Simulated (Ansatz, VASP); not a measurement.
# One calculation of BP, two programs

```xyz
2
Lattice="0.0000 2.2538 2.2538 2.2538 0.0000 2.2538 2.2538 2.2538 0.0000" Properties=species:S:1:pos:R:3 pbc="T T T"
B     0.0000    0.0000    0.0000
P     1.1269    1.1269    1.1269
```

Alike in both runs: task single point; functional PBEsol; k mesh 6 × 6 × 6; no spin polarisation.

|  | VASP | Ansatz |
| --- | --- | --- |
| version | VASP 6.6.1 | Ansatz 0.2.0 |
| potentials or method | VASP PAW PBE potentials, release 64 (B, P), cutoff 520 eV | plane waves, PAW |
| occupations | gaussian, width 0.01 eV | fixed |
| valence electrons in the cell | 8 | 8 |

|  | VASP | Ansatz | Ansatz less VASP |
| --- | --- | --- | --- |
| pressure (GPa) | 1.7 | 1.6 | -0.12 |

VASP's potentials were made for PBE, not for PBEsol.
